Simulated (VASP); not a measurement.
Set up this calculation in VASP 6.6.1, as the native input.

| Item | Value |
| --- | --- |
| Task | single point |
| Functional | LDA |
| Potentials or basis | VASP PAW LDA potentials, release 64 (Ta_pv, N) |
| Cutoff | 520 eV |
| k mesh | 18 × 18 × 18 |
| Occupations | gaussian, width 0.15 eV |
| Spin | no spin polarisation |
| Dipole correction | no |
| Further INCAR settings | ALGO = Normal; EDIFF = 1e-06; NBANDS = 15 |

The structure of TaN lies in POSCAR:

```
TaN
1.0
    0.0000000000      2.1742693740      2.1742693740
    2.1742693740      0.0000000000      2.1742693740
    2.1742693740      2.1742693740      0.0000000000
Ta N
1 1
Direct
    0.4965109728      0.5034890272      0.5034890272
    0.0450726121     -0.0450726121     -0.0450726121
```

This cell differs from its parent crystal: mode 4 frozen in at -0.196 Å and mode 6 at +0.000 Å (largest displacements).

These files were run (other wordings do the same):

INCAR

```
PREC = Accurate
ENCUT = 520
EDIFF = 1E-6
ISMEAR = 0
SIGMA = 0.15
LREAL = F
LASPH = T
NELM = 80
ALGO = Normal
ISIF = 2
LWAVE = F
LCHARG = T
LELF = T
LVHAR = T
NBANDS = 15
```

KPOINTS

```
regular mesh
0
Gamma
  18 18 18
```

Potentials or basis: VASP PAW LDA potentials, release 64 (Ta_pv, N).

Run with:

```sh
$ cat potpaw_LDA.64/Ta_pv/POTCAR potpaw_LDA.64/N/POTCAR > POTCAR
$ mpirun -np 1 vasp_std > vasp.out
```

It gave:

The pressure is 10.6 GPa and the largest force is 2.527 eV/Å. The band gap on the k mesh is zero (band 8 reaches 11.50 eV, above the bottom of band 9 at 8.18 eV).

Caveat: the cell differs from its parent crystal (mode 4 frozen in at -0.196 Å and mode 6 at +0.000 Å (largest displacements)); spin-orbit coupling is left out, which moves the levels of the heavy elements; forces of over 1 eV/Å act on the atoms, so gaps and moduli don't describe the material at rest.

Run time: 39 s on 1 thread of Intel(R) Xeon(R) 6975P-C (Granite Rapids), with other jobs on the host, peak memory 0.25 GiB.
